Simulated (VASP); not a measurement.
# SiMo3 (Pm-3n) in VASP: relaxation of cell and atoms with PBE

Aim: the relaxation of cell and atoms of SiMo3 with PBE.

Everything below comes from runs of VASP 6.6.1. Logs are shortened: lines on timing, memory, paths and dates and some standing lists are left out, and cuts for length are marked.

## (1) The cell of the first run

Symmetry: Pm-3n, No. 223, cubic system. The conventional cell has a = 4.890 Å, b = 4.890 Å, c = 4.890 Å, α = 90.00°, β = 90.00°, γ = 90.00°. Within 3.6 Å of Si (site symmetry m-3) lie 12 Mo at 2.73 Å. Mo (site symmetry -4m2) has 10 Mo at 2.44 to 2.99 Å and 4 Si at 2.73 Å within 3.2 Å.

## (2) Relaxation of cell and atoms, PBE

The input, INCAR:

```
SYSTEM = SiMo3
ALGO = Normal ; EDIFF = 1E-6
EDIFFG = -0.01 ; ENCUT = 600
GGA = PE ; IBRION = 2
ISIF = 3 ; ISMEAR = 0
LASPH = .True. ; LCHARG = .False.
LREAL = .False. ; LWAVE = .False.
NELM = 100 ; NSW = 100
PREC = Accurate ; SIGMA = 0.1
```

The input, KPOINTS:

```
k-points
0
Gamma
  8 8 8
  0 0 0
```

The input, POSCAR:

```
SiMo3
1.0
    4.8896951700      0.0000000000      0.0000000000
    0.0000000000      4.8896951700      0.0000000000
    0.0000000000      0.0000000000      4.8896951700
Si Mo
2 6
Direct
    0.5000000000      0.5000000000      0.5000000000
    0.0000000000      0.0000000000      0.0000000000
    0.0000000000      0.5000000000      0.2500000000
    0.0000000000      0.5000000000      0.7500000000
    0.5000000000      0.7500000000      0.0000000000
    0.5000000000      0.2500000000      0.0000000000
    0.7500000000      0.0000000000      0.5000000000
    0.2500000000      0.0000000000      0.5000000000
```

Potentials or basis: VASP PAW PBE potentials, release 64 (Si, Mo_sv).

Command:

```sh
cat potpaw_PBE.64/Si/POTCAR potpaw_PBE.64/Mo_sv/POTCAR > POTCAR
mpirun -np 1 vasp_std > vasp.out
```

OUTCAR:

```text
SYSTEM = SiMo3
   EDIFF = 1E-6
   EDIFFG = -0.01
   ENCUT = 600
   GGA = PE
   IBRION = 2
   ISIF = 3
   ISMEAR = 0
   LASPH = .True.
   LREAL = .False.
   NELM = 100
   NSW = 100
   PREC = Accurate

 ion  position               nearest neighbor table
   1  0.500  0.500  0.500-   3 2.73   4 2.73   5 2.73   6 2.73   7 2.73   8 2.73   5 2.73   6 2.73
                             7 2.73   8 2.73   3 2.73   4 2.73
   2  0.000  0.000  0.000-   3 2.73   4 2.73   5 2.73   6 2.73   7 2.73   8 2.73   7 2.73   8 2.73
                             3 2.73   4 2.73   5 2.73   6 2.73
   3  0.000  0.500  0.250-   4 2.44   4 2.44   1 2.73   2 2.73   2 2.73   1 2.73   8 2.99   5 2.99
                             6 2.99   7 2.99   8 2.99   7 2.99   5 2.99   6 2.99
   4  0.000  0.500  0.750-   3 2.44   3 2.44   1 2.73   2 2.73   2 2.73   1 2.73   8 2.99   5 2.99
                             6 2.99   7 2.99   8 2.99   7 2.99   5 2.99   6 2.99
   5  0.500  0.750  0.000-   6 2.44   6 2.44   1 2.73   1 2.73   2 2.73   2 2.73   8 2.99   4 2.99
                             7 2.99   8 2.99   3 2.99   7 2.99   3 2.99   4 2.99
   6  0.500  0.250  0.000-   5 2.44   5 2.44   1 2.73   1 2.73   2 2.73   2 2.73   8 2.99   4 2.99
                             7 2.99   8 2.99   3 2.99   7 2.99   3 2.99   4 2.99
   7  0.750  0.000  0.500-   8 2.44   8 2.44   1 2.73   2 2.73   1 2.73   2 2.73   3 2.99   4 2.99
                             5 2.99   6 2.99   5 2.99   3 2.99   4 2.99   6 2.99
   8  0.250  0.000  0.500-   7 2.44   7 2.44   1 2.73   2 2.73   1 2.73   2 2.73   3 2.99   4 2.99
                             5 2.99   6 2.99   5 2.99   3 2.99   4 2.99   6 2.99

  LATTYP: Found a simple cubic cell.
 ALAT       =     4.8896951700

  Lattice vectors:

 A1 = (   4.8896951700,   0.0000000000,   0.0000000000)
 A2 = (   0.0000000000,   4.8896951700,   0.0000000000)
 A3 = (   0.0000000000,   0.0000000000,   4.8896951700)

Analysis of symmetry for initial positions (statically):
=====================================================================
 Subroutine PRICEL returns:
 Original cell was already a primitive cell.

 Routine SETGRP: Setting up the symmetry group for a
 simple cubic supercell.

 Subroutine GETGRP returns: Found 48 space group operations
 (whereof 24 operations were pure point group operations)
 out of a pool of 48 trial point group operations.

The static configuration has the point symmetry T_h .
 The point group associated with its full space group is O_h .

Analysis of symmetry for dynamics (positions and initial velocities):
=====================================================================
 Subroutine PRICEL returns:
 Original cell was already a primitive cell.

 Routine SETGRP: Setting up the symmetry group for a
 simple cubic supercell.

 Subroutine GETGRP returns: Found 48 space group operations
 (whereof 24 operations were pure point group operations)
 out of a pool of 48 trial point group operations.

The dynamic configuration has the point symmetry T_h .
 The point group associated with its full space group is O_h .

 Subroutine INISYM returns: Found 48 space group operations
 (whereof 24 operations are pure point group operations),
 and found     1 'primitive' translations

----------------------------------------------------------------------------------------

                                     Primitive cell

  volume of cell :     116.9083

  direct lattice vectors                    reciprocal lattice vectors
     4.889695170  0.000000000  0.000000000     0.204511726  0.000000000  0.000000000
     0.000000000  4.889695170  0.000000000     0.000000000  0.204511726  0.000000000
     0.000000000  0.000000000  4.889695170     0.000000000  0.000000000  0.204511726

  length of vectors
     4.889695170  4.889695170  4.889695170     0.204511726  0.204511726  0.204511726

  position of ions in fractional coordinates (direct lattice)
     0.500000000  0.500000000  0.500000000
     0.000000000  0.000000000  0.000000000
     0.000000000  0.500000000  0.250000000
     0.000000000  0.500000000  0.750000000
     0.500000000  0.750000000  0.000000000
     0.500000000  0.250000000  0.000000000
     0.750000000  0.000000000  0.500000000
     0.250000000  0.000000000  0.500000000

  ion indices of the primitive-cell ions
   primitive index   ion index
                 1           1
                 2           2
                 3           3
                 4           4
                 5           5
                 6           6
                 7           7
                 8           8

----------------------------------------------------------------------------------------

 KPOINTS: k-points

Automatic generation of k-mesh.
 Grid dimensions read from file:
 generate k-points for:    8    8    8

 Generating k-lattice:

  Cartesian coordinates                     Fractional coordinates (reciprocal lattice)
     0.025563966  0.000000000  0.000000000     0.125000000  0.000000000  0.000000000
     0.000000000  0.025563966  0.000000000     0.000000000  0.125000000  0.000000000
     0.000000000  0.000000000  0.025563966     0.000000000  0.000000000  0.125000000

  Length of vectors
     0.025563966  0.025563966  0.025563966

  Shift w.r.t. Gamma in fractional coordinates (k-lattice)
     0.000000000  0.000000000  0.000000000

 Subroutine IBZKPT returns following result:
 ===========================================

 Found     35 irreducible k-points:

 Following reciprocal coordinates:
            Coordinates               Weight
  0.000000  0.000000  0.000000      1.000000
  0.125000  0.000000  0.000000      6.000000
  0.250000  0.000000  0.000000      6.000000
  0.375000  0.000000  0.000000      6.000000
  0.500000  0.000000  0.000000      3.000000
  0.125000  0.125000  0.000000     12.000000
[... 16 lines left out ...]
  0.375000  0.375000  0.125000     24.000000
  0.500000  0.375000  0.125000     24.000000
 [... further k-points ...]
   k-points           NKPTS =     35   k-points in BZ     NKDIM =     35   number of bands    NBANDS=     55
   number of dos      NEDOS =    301   number of ions     NIONS =      8
   total plane-waves  NPLWV =  64000
   dimension x,y,z NGX =    40 NGY =   40 NGZ =   40
   dimension x,y,z NGXF=    80 NGYF=   80 NGZF=   80
   ions per type =               2   6
   NGX,Y,Z   is equivalent  to a cutoff of  13.60, 13.60, 13.60 a.u.
   NGXF,Y,Z  is equivalent  to a cutoff of  27.20, 27.20, 27.20 a.u.
 SYSTEM =  SiMo3
   PREC   = accura    normal or accurate (medium, high low for compatibility)
   ISTART =      0    job   : 0-new  1-cont  2-samecut
   ICHARG =      2    charge: 1-file 2-atom 10-const
   ISPIN  =      1    spin polarized calculation?
   LNONCOLLINEAR =      F non collinear calculations
   LSORBIT =      F    spin-orbit coupling
   LASPH  =      T    aspherical Exc in radial PAW
   ENCUT  =  600.0 eV  44.10 Ry    6.64 a.u.   9.77  9.77  9.77*2*pi/ulx,y,z
   NELM   =    100;   NELMIN=  2; NELMDL= -5     # of ELM steps
   EDIFF  = 0.1E-05   stopping-criterion for ELM
   LREAL  =      F    real-space projection
   EDIFFG = -.1E-01   stopping-criterion for IOM
   NSW    =    100    number of steps for IOM
   IBRION =      2    ionic relax: 0-MD 1-quasi-New 2-CG
   NFREE  =      1    steps in history (QN), initial steepest desc. (CG)
   ISIF   =      3    stress and relaxation
   ISYM   =      2    0-nonsym 1-usesym 2-fastsym
   POTIM  = 0.5000    time-step for ionic-motion
   TEBEG  =    0.0;   TEEND  =   0.0 temperature during run
   PSTRESS=    0.0 pullay stress
   NELECT =      92.0000    total number of electrons
   NUPDOWN=      -1.0000    fix difference up-down
   EMIN   =  10.00;   EMAX   =-10.00  energy-range for DOS
   EFERMI =   0.00;   METHOD = LEGACY
   ISMEAR =     0;   SIGMA  =   0.10  broadening in eV -4-tet -1-fermi 0-gaus
   EFERMI_NEDOS =   21; number of points for ismear=-14 and -15
   IALGO  =     38    algorithm
   IMIX   =      4    mixing-type and parameters
     AMIX     =   0.40;   BMIX     =  1.00
     AMIX_MAG =   1.60;   BMIX_MAG =  1.00
  volume/ion in A,a.u.               =      14.61        98.62
  Fermi-wavevector in a.u.,A,eV,Ry     =   1.511433  2.856195 31.081566  2.284431
  Thomas-Fermi vector in A             =   2.621491
   LORBIT       =      0    0 simple, 1 ext, 2 COOP (PROOUT), +10 PAW based schemes
   GGA     = PE    functional components
   LHFCALC =     F    Hartree Fock is set to
   AEXX    =    0.0000 exact exchange contribution
   IVDW    =     0    specifies the selected vdW correction
   LEPSILON=     F    determine dielectric tensor
   LRPA    =     F    only Hartree local field effects (RPA)
 conjugate gradient relaxation of ions
 non-spin polarized calculation
 Gauss-broadening in eV      SIGMA  =   0.10
  energy-cutoff  :      600.00
  volume of cell :      116.91
 maximum number of plane-waves:      3948
 NGX is ok and might be reduce to    40
   NGX = 19   NGY = 19   NGZ = 19

--------------------------------------- Ionic step        1  -------------------------------------------

 number of electron      91.9999979 magnetization

 Free energy of the ion-electron system (eV)
  ---------------------------------------------------
  ext. energy  EPLUGINS =         0.00000000
  ---------------------------------------------------
  free energy    TOTEN  =       -78.98345072 eV

  energy without entropy =      -78.96137827  energy(sigma->0) =      -78.97241449

------------------------ aborting loop because EDIFF is reached ----------------------------------------

  FORCE on cell =-STRESS in cart. coord.  units (eV):
  Direction    XX          YY          ZZ          XY          YZ          ZX
  --------------------------------------------------------------------------------------
  -------------------------------------------------------------------------------------
  Total        2.2065029      2.2065029      2.2065029      0.0000000      0.0000000     -0.0000000
  in kB       30.2391606     30.2391606     30.2391606      0.0000000      0.0000000     -0.0000000
  external PRESSURE =      30.2391606 kB  Pullay stress =       0.0000000 kB
[... 69 lines left out ...]
  energy  without entropy=      -78.9028403970  energy(sigma->0) =      -78.91469357

--------------------------------------- Ionic step        3  -------------------------------------------

 number of electron      91.9999981 magnetization

 Free energy of the ion-electron system (eV)
  ---------------------------------------------------
  ext. energy  EPLUGINS =         0.00000000
  ---------------------------------------------------
  free energy    TOTEN  =       -78.99639297 eV

  energy without entropy =      -78.97383827  energy(sigma->0) =      -78.98511562

 E-fermi :  12.5823     XC(G=0): -13.0467

 val. band max:       12.5793883947   @ k =   0.5000   0.2500   0.0000
 cond. band min:      12.5882611426   @ k =   0.3750   0.3750   0.0000
 fundamental gap:      0.0088727479
 Fermi energy:        12.5822517062

 k-point     1 :       0.0000    0.0000    0.0000
  band No.  band energies     occupation
      1     -48.7026      2.00000
      2     -48.5931      2.00000
      3     -48.5931      2.00000
      4     -48.2764      2.00000
      5     -48.2764      2.00000
      6     -48.2764      2.00000
[... 1381 lines left out ...]
     54      14.6665      0.00000
     55      14.7088      0.00000

 [... further k-points ...]
[... 5 lines left out ...]
  --------------------------------------------------------------------------------------
  -------------------------------------------------------------------------------------
  Total       -0.0201554     -0.0201554     -0.0201554      0.0000000      0.0000000     -0.0000000
  in kB       -0.2729442     -0.2729442     -0.2729442      0.0000000      0.0000000     -0.0000000
  external PRESSURE =      -0.2729442 kB  Pullay stress =       0.0000000 kB
[... 23 lines left out ...]
  FREE ENERGIE OF THE ION-ELECTRON SYSTEM (eV)
  ---------------------------------------------------
  free  energy   TOTEN  =       -78.9963929663 eV

  energy  without entropy=      -78.9738382667  energy(sigma->0) =      -78.98511562

 reached required accuracy - stopping structural energy minimisation
```

It took 7.4 min on 1 thread of Intel Xeon Platinum 8259CL at 2.50GHz (Skylake/Cascade Lake), shared host; peak memory 0.38 GiB.

What came out:

```yaml
Free_energy: -78.9964 eV
Relaxed_volume: 14.79 Å³/atom
Relaxed_cell: a = 4.909 Å, b = 4.909 Å, c = 4.909 Å, α = 90.00°, β = 90.00°, γ = 90.00°
Space_group_after_relaxing_to_0.05_Å: Pm-3n (No. 223)
Energy_gained_by_relaxing: 1.6 meV/atom
Ionic_steps: 3
Pressure_after_relaxing: 0.0 GPa
Band_gap_on_the_k_mesh: zero (band 46 reaches 13.80 eV, above the bottom of band 47 at 11.37 eV)
```

Step by step:
| step | energy change (eV) | largest force (eV/Å) | pressure (GPa) | volume (Å³) |
| --- | --- | --- | --- | --- |
| 1 | 0.0000 | 0.0000 | 3.02 | 116.91 |
| 2 | 0.0569 | 0.0000 | -6.54 | 121.64 |
| 3 | -0.0129 | 0.0000 | -0.03 | 118.31 |

Final structure:
```xyz
8
Lattice="4.9092 0.0000 0.0000 0.0000 4.9092 0.0000 0.0000 0.0000 4.9092" Properties=species:S:1:pos:R:3 pbc="T T T"
Si    2.4546    2.4546    2.4546
Si    0.0000    0.0000    0.0000
Mo    0.0000    2.4546    1.2273
Mo    0.0000    2.4546    3.6819
Mo    2.4546    3.6819    0.0000
Mo    2.4546    1.2273    0.0000
Mo    3.6819    0.0000    2.4546
Mo    1.2273    0.0000    2.4546
```
